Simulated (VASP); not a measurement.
# AlN (P1) in VASP: further runs

The runs below take AlN through single point, with r2SCAN.

Everything below comes from runs of VASP 6.6.1. Logs are shortened: lines on timing, memory, paths and dates and some standing lists are left out, and cuts for length are marked.

## Step 1: The cell of the first run

The typed cell holds 4 atoms: a = 3.120 Å, b = 3.051 Å, c = 4.949 Å, α = 89.25°, β = 90.04°, γ = 119.52°.

## Step 2: Single point, r2SCAN (atoms moved at random and the cell strained at random)

POSCAR

```
AlN
1.0
    3.1202956940      0.0332389719     -0.0013324061
   -1.5313620530      2.6386934442      0.0200116038
   -0.0021351694      0.0357966873      4.9490445230
Al N
2 2
Direct
    0.3665432416      0.6683110082      0.0168666023
    0.6551190333      0.3277403952      0.4962910666
    0.3213954048      0.7206224608      0.4017604876
    0.6569423203      0.2833261358      0.8550818435
```

INCAR.step1

```
  ALGO = Normal
  EDIFF = 1E-4
  ENCUT = 520
  GGA = PE
  ISMEAR = 0
  LASPH = T
  LCHARG = F
  LREAL = F
  LWAVE = T
  NBANDS = 16
  NELM = 60
  PREC = Accurate
  SIGMA = 0.05
```

INCAR.step2

```
  ALGO = Normal
  EDIFF = 1E-7
  ENCUT = 520
  ISIF = 2
  ISMEAR = 0
  ISTART = 1
  LASPH = T
  LCHARG = T
  LELF = T
  LMIXTAU = T
  LREAL = F
  LVHAR = T
  LWAVE = F
  METAGGA = R2SCAN
  NBANDS = 16
  NELM = 60
  PREC = Accurate
  SIGMA = 0.05
```

KPOINTS

```
k-points
0
Gamma
  12 12 6
```

Potentials or basis: VASP PAW PBE potentials, release 64 (Al, N).

On the command line:

```bash
$ cat potpaw_PBE.64/Al/POTCAR potpaw_PBE.64/N/POTCAR > POTCAR
$ cp INCAR.step1 INCAR
$ mpirun -np 1 vasp_std > vasp.out
$ cp INCAR.step2 INCAR
$ mpirun -np 1 vasp_std > vasp.out
```

OUTCAR:

```text
EDIFF = 1E-7
   ENCUT = 520
   ISIF = 2
   ISMEAR = 0
   ISTART = 1
   LASPH = T
   LREAL = F
   METAGGA = R2SCAN
   NELM = 60
   PREC = Accurate

 ion  position               nearest neighbor table
   1  0.367  0.668  0.017-   4 1.81   3 1.92   4 1.98   4 2.09   2 2.89   2 2.97   2 3.05   2 3.09
                             2 3.10   2 3.23
   2  0.655  0.328  0.496-   3 1.69   4 1.78   3 1.87   3 1.99   1 2.89   1 2.97   1 3.05   1 3.09
                             1 3.10   1 3.23
   3  0.321  0.721  0.402-   2 1.69   2 1.87   1 1.92   2 1.99
   4  0.657  0.283  0.855-   2 1.78   1 1.81   1 1.98   1 2.09

  LATTYP: Found a triclinic cell.
 ALAT       =     3.0509299065
 B/A-ratio  =     1.0189492732
 C/A-ratio  =     1.6221855609
 COS(alpha) =     0.0120045069
 COS(beta)  =     0.0130311216
 COS(gamma) =     0.4868495127

  Lattice vectors:

 A1 = (   1.5313620530,  -2.6386934442,  -0.0200116038)
 A2 = (  -1.5889336410,  -2.6719324161,  -0.0186791977)
 A3 = (   0.0021351694,  -0.0357966873,  -4.9490445230)

Analysis of symmetry for initial positions (statically):
=====================================================================
 Subroutine PRICEL returns:
 Original cell was already a primitive cell.

 Routine SETGRP: Setting up the symmetry group for a
 triclinic supercell.

 Subroutine GETGRP returns: Found  1 space group operations
 (whereof  1 operations were pure point group operations)
 out of a pool of  2 trial point group operations.

The static configuration has the point symmetry C_1 .

Analysis of symmetry for dynamics (positions and initial velocities):
=====================================================================
 Subroutine PRICEL returns:
 Original cell was already a primitive cell.

 Routine SETGRP: Setting up the symmetry group for a
 triclinic supercell.

 Subroutine GETGRP returns: Found  1 space group operations
 (whereof  1 operations were pure point group operations)
 out of a pool of  2 trial point group operations.

The dynamic configuration has the point symmetry C_1 .

 Subroutine INISYM returns: Found  1 space group operations
 (whereof  1 operations are pure point group operations),
 and found     1 'primitive' translations

----------------------------------------------------------------------------------------

[... 96 lines left out ...]
   EDIFF  = 0.1E-06   stopping-criterion for ELM
   LREAL  =      F    real-space projection
   EDIFFG = 0.1E-05   stopping-criterion for IOM
   NSW    =      0    number of steps for IOM
   IBRION =     -1    ionic relax: 0-MD 1-quasi-New 2-CG
   NFREE  =      0    steps in history (QN), initial steepest desc. (CG)
   ISIF   =      2    stress and relaxation
   ISYM   =      2    0-nonsym 1-usesym 2-fastsym
   POTIM  = 0.5000    time-step for ionic-motion
   TEBEG  =    0.0;   TEEND  =   0.0 temperature during run
   PSTRESS=    0.0 pullay stress
   NELECT =      16.0000    total number of electrons
   NUPDOWN=      -1.0000    fix difference up-down
   EMIN   =  10.00;   EMAX   =-10.00  energy-range for DOS
   EFERMI =   0.00;   METHOD = LEGACY
   ISMEAR =     0;   SIGMA  =   0.05  broadening in eV -4-tet -1-fermi 0-gaus
   EFERMI_NEDOS =   21; number of points for ismear=-14 and -15
   IALGO  =     38    algorithm
   IMIX   =      4    mixing-type and parameters
     AMIX     =   0.40;   BMIX     =  1.00
     AMIX_MAG =   1.60;   BMIX_MAG =  1.00
  volume/ion in A,a.u.               =      10.25        69.17
  Fermi-wavevector in a.u.,A,eV,Ry     =   1.196359  2.260791 19.473684  1.431275
  Thomas-Fermi vector in A             =   2.332302
   LORBIT       =      0    0 simple, 1 ext, 2 COOP (PROOUT), +10 PAW based schemes
   METAGGA = R2SCAN    functional components
   LHFCALC =     F    Hartree Fock is set to
   AEXX    =    0.0000 exact exchange contribution
   IVDW    =     0    specifies the selected vdW correction
   LEPSILON=     F    determine dielectric tensor
   LRPA    =     F    only Hartree local field effects (RPA)
 non-spin polarized calculation
 Gauss-broadening in eV      SIGMA  =   0.05
  energy-cutoff  :      520.00
  volume of cell :       41.00
 maximum number of plane-waves:      1116
   NGX = 11   NGY = 11   NGZ = 19

 number of electron      16.0000000 magnetization

 Free energy of the ion-electron system (eV)
  ---------------------------------------------------
  ext. energy  EPLUGINS =         0.00000000
  ---------------------------------------------------
  free energy    TOTEN  =       -37.31900385 eV

  energy without entropy =      -37.31900385  energy(sigma->0) =      -37.31900385

 E-fermi :   6.7142     XC(G=0): -11.4954

 val. band max:        6.4526071083   @ k =   0.0000   0.0000   0.0000
 cond. band min:      10.6552174341   @ k =   0.0000   0.0000   0.0000
 fundamental gap:      4.2026103258
 Fermi energy:         6.7142118366

 k-point     1 :       0.0000    0.0000    0.0000
  band No.  band energies     occupation
      1     -10.1007      2.00000
      2      -7.7017      2.00000
      3      -0.1936      2.00000
      4       4.4999      2.00000
      5       5.2318      2.00000
      6       5.9461      2.00000
[... 433 lines left out ...]
      3       0.8121      2.00000
      4       2.2990      2.00000
      5       2.5037      2.00000
      6       3.1745      2.00000
[... 8 lines left out ...]
     15      20.7819      0.00000
     16      22.3499      0.00000

 [... further k-points ...]

------------------------ aborting loop because EDIFF is reached ----------------------------------------

  FORCE on cell =-STRESS in cart. coord.  units (eV):
  Direction    XX          YY          ZZ          XY          YZ          ZX
  --------------------------------------------------------------------------------------
  -------------------------------------------------------------------------------------
  Total       -2.2900793      6.8710135      2.9552065      0.5138596     -0.0378530      0.2373911
  in kB      -89.4955490    268.5169561    115.4885030     20.0814663     -1.4792811      9.2771674
  external PRESSURE =      98.1699700 kB  Pullay stress =       0.0000000 kB

 VOLUME and BASIS-vectors are now :
 -----------------------------------------------------------------------------
  energy-cutoff  :      520.00
  volume of cell :       41.00
      direct lattice vectors                 reciprocal lattice vectors
     3.120295694  0.033238972 -0.001332406     0.318512739  0.184857521 -0.001199668
    -1.531362053  2.638693444  0.020011604    -0.004013610  0.376666819 -0.002726182
    -0.002135169  0.035796687  4.949044523     0.000101981 -0.001473295  0.202069905

 POSITION                                       TOTAL-FORCE (eV/Angst)
 -----------------------------------------------------------------------------------
      0.12026      1.77626      0.09636        -0.769012     -1.499677     -1.869142
      1.54122      0.90435      2.46185        -0.411510      3.807213      1.060791
     -0.10154      1.92657      2.00232         1.000681     -4.440921     -3.332442
      1.61415      0.80006      4.23663         0.179841      2.133385      4.140793
 -----------------------------------------------------------------------------------
    total drift:                               -0.000315     -0.000373      0.004933

  FREE ENERGIE OF THE ION-ELECTRON SYSTEM (eV)
  ---------------------------------------------------
  free  energy   TOTEN  =       -37.3190038476 eV

  energy  without entropy=      -37.3190038476  energy(sigma->0) =      -37.31900385
```

OSZICAR.step1:

```text
N       E                     dE             d eps       ncg     rms          rms(c)
DAV:   1     0.424209332842E+02    0.42421E+02   -0.73208E+03 13960   0.895E+02
DAV:   2    -0.304295319561E+02   -0.72850E+02   -0.66794E+02 19264   0.189E+02
DAV:   3    -0.338540307466E+02   -0.34245E+01   -0.34148E+01 17560   0.427E+01
DAV:   4    -0.338745894446E+02   -0.20559E-01   -0.20557E-01 17912   0.372E+00
DAV:   5    -0.338748589049E+02   -0.26946E-03   -0.26946E-03 18232   0.428E-01    0.127E+01
DAV:   6    -0.286684812380E+02    0.52064E+01   -0.11525E+01 18384   0.248E+01    0.446E+00
DAV:   7    -0.286857344045E+02   -0.17253E-01   -0.73663E-01 15520   0.596E+00    0.303E+00
DAV:   8    -0.286678868321E+02    0.17848E-01   -0.52328E-02 19440   0.206E+00    0.415E-01
DAV:   9    -0.286657920896E+02    0.20947E-02   -0.85526E-03 19344   0.691E-01    0.237E-01
DAV:  10    -0.286662823959E+02   -0.49031E-03   -0.18060E-03 16336   0.289E-01    0.886E-02
DAV:  11    -0.286662386966E+02    0.43699E-04   -0.11888E-04 12648   0.108E-01
   1 F= -.28666239E+02 E0= -.28666239E+02  d E =-.524993E-11
```

Wall time 5.3 min (1 thread of Intel Xeon 6975P-C (Granite Rapids), shared host); peak memory 0.34 GiB.

Results:

| Item | Value |
| --- | --- |
| Free energy | -37.3190 eV |
| Pressure | 9.8 GPa |
| Largest force | 5.642 eV/Å |
| Band gap on the k mesh | 4.20 eV |

Forces on the atoms (eV/Å):
```
Al  -0.769 -1.500 -1.869
Al  -0.412  3.807  1.061
N    1.001 -4.441 -3.332
N    0.180  2.133  4.141
```

Stress tensor (GPa, compression positive):
```
-8.95  2.01  0.93
 2.01 26.85 -0.15
 0.93 -0.15 11.55
```

Caveat: the cell differs from its parent crystal (atoms moved at random and the cell strained at random); the cell stands under pressure; the PAW data sets were made with another functional, which shifts forces and pressure a little. A k mesh can miss the band edges.

## Step 3: Single point, r2SCAN (atoms moved at random)

POSCAR

```
AlN
1.0
    3.1066653386      0.0000000000      0.0000000000
   -1.5533326693      2.6904511043      0.0000000000
    0.0000000000      0.0000000000      4.9784048354
Al N
2 2
Direct
    0.4339069983      0.6628751328     -0.0036341703
    0.6381286098      0.2960746854      0.4980219593
    0.3351488477      0.6445466602      0.3939788606
    0.5928155442      0.3965035216      0.8816333504
```

INCAR.step1

```
ALGO = Normal
EDIFF = 1E-4
ENCUT = 520
GGA = PE
ISMEAR = 0
LASPH = T
LCHARG = F
LREAL = F
LWAVE = T
NBANDS = 16
NELM = 60
PREC = Accurate
SIGMA = 0.05
```

INCAR.step2

```
ALGO = Normal
EDIFF = 1E-6
ENCUT = 520
ISIF = 2
ISMEAR = 0
ISTART = 1
LASPH = T
LCHARG = T
LELF = T
LMIXTAU = T
LREAL = F
LVHAR = T
LWAVE = F
METAGGA = R2SCAN
NBANDS = 16
NELM = 60
PREC = Accurate
SIGMA = 0.05
```

KPOINTS is that of step 2.

Potentials or basis: VASP PAW PBE potentials, release 64 (Al, N).

On the command line:

```bash
$ cat potpaw_PBE.64/Al/POTCAR potpaw_PBE.64/N/POTCAR > POTCAR
$ cp INCAR.step1 INCAR
$ mpirun -np 1 vasp_std > vasp.out
$ cp INCAR.step2 INCAR
$ mpirun -np 1 vasp_std > vasp.out
```

It took 4.9 min on 1 thread of Intel Xeon 6975P-C (Granite Rapids), shared host; peak memory 0.34 GiB.

It converged, with:

| Item | Value |
| --- | --- |
| Free energy | -30.3355 eV |
| Pressure | 57.9 GPa |
| Largest force | 41.641 eV/Å |
| Band gap on the k mesh | 4.34 eV |

Forces in eV/Å, atoms in the order of the input:
```
Al  -29.632  22.732  17.541
Al    0.714   0.983   1.184
N    -0.966  -0.194  -1.764
N    29.884 -23.521 -16.961
```

Stress tensor (GPa, compression positive):
```
 89.45 -76.22 -54.42
-76.22  53.96  48.57
-54.42  48.57  30.44
```

Levels at points of the mesh, in eV from the valence-band top:
```
           k point  band 4  band 5  band 6  band 7  band 8  band 9  band 10  band 11  band 12  band 13
(0.00, 0.00, 0.00)   -1.39   -0.86   -0.65   -0.29    0.00    4.34     6.96    10.61    11.83    12.72
(0.50, 0.00, 0.00)   -3.92   -3.79   -2.22   -1.37   -1.07    5.44     6.76     7.82    10.88    11.23
(0.00, 0.50, 0.00)   -3.96   -3.83   -1.96   -1.34   -0.77    5.33     6.59     7.57    10.71    11.61
(0.50, 0.50, 0.00)   -4.64   -2.99   -2.61   -2.10   -0.65    5.81     7.75     9.23     9.53    11.23
(0.00, 0.00, 0.50)   -3.45   -1.06   -0.89   -0.66   -0.23    5.99     6.90    10.57    11.16    12.02
(0.50, 0.00, 0.50)   -5.16   -2.30   -1.86   -1.60   -1.37    6.06     6.42     8.57     9.89    11.79
(0.00, 0.50, 0.50)   -5.38   -2.10   -1.84   -1.36   -1.15    6.01     6.18     8.27     9.64    11.71
(0.50, 0.50, 0.50)   -5.66   -1.70   -1.50   -1.20   -0.93    5.30     5.40     9.49     9.87    11.19
```

Caveat: the cell differs from its parent crystal (atoms moved at random); atoms lie so close that the PAW spheres overlap strongly, which falsifies energies and pressures; the cell stands under pressure; the PAW data sets were made with another functional, which shifts forces and pressure a little. A k mesh can miss the band edges.
